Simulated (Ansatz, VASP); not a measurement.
**Mg3Cd2Te3 in VASP and in Ansatz**

```
CELL_PARAMETERS angstrom
4.27812 0.00000 0.00000
0.00000 4.96453 0.00000
0.00000 0.00000 9.94721
ATOMIC_POSITIONS crystal
Mg 0.50000 0.00000 0.00000
Mg 0.00000 0.50000 0.50000
Mg 0.00000 0.50000 0.00000
Cd 0.00000 0.00000 0.24207
Cd 0.00000 0.00000 0.75793
Te 0.50000 0.50000 0.19766
Te 0.50000 0.50000 0.80234
Te 0.50000 0.00000 0.50000
```

Change from the starting cell: species swapped into the Fe2Pd3Au3 type (Pmmm, No. 47).

Alike in both runs: functional PBE; k mesh 4 × 4 × 2; occupations gaussian, width 0.2 eV; no spin polarisation.

Ansatz relaxed the structure, and its values are those at the end. VASP's run is a single point on that final structure, the one shown.

|  | VASP | Ansatz |
| --- | --- | --- |
| version | VASP 6.6.1 | Ansatz 0.2.0 |
| potentials or method | VASP PAW PBE potentials, release 64 (Mg, Cd, Te), cutoff 520 eV | scalar-relativistic, plane waves, PAW |
| valence electrons in the cell | 48 | 118 |

|  | VASP | Ansatz | Ansatz less VASP |
| --- | --- | --- | --- |
| gap on the k mesh at the Fermi level (eV) | none | none | - |
| pressure (GPa) | -0.5 | -0.5 | 0.00 |
| rms of the force components (eV/Å) | 0.012 | 0.012 | +0.0002 |

A gap of «none» marks a metal or a gap that the smearing closes. With one functional, cell and mesh, what is left measures potentials, basis and numerics. VASP's potentials hold 48 valence electrons a cell and Ansatz's 118, so a difference there can come from the potentials and not from the codes.

The k mesh is coarse, so the values compare programs but aren't converged. Neither program's run includes spin-orbit coupling.
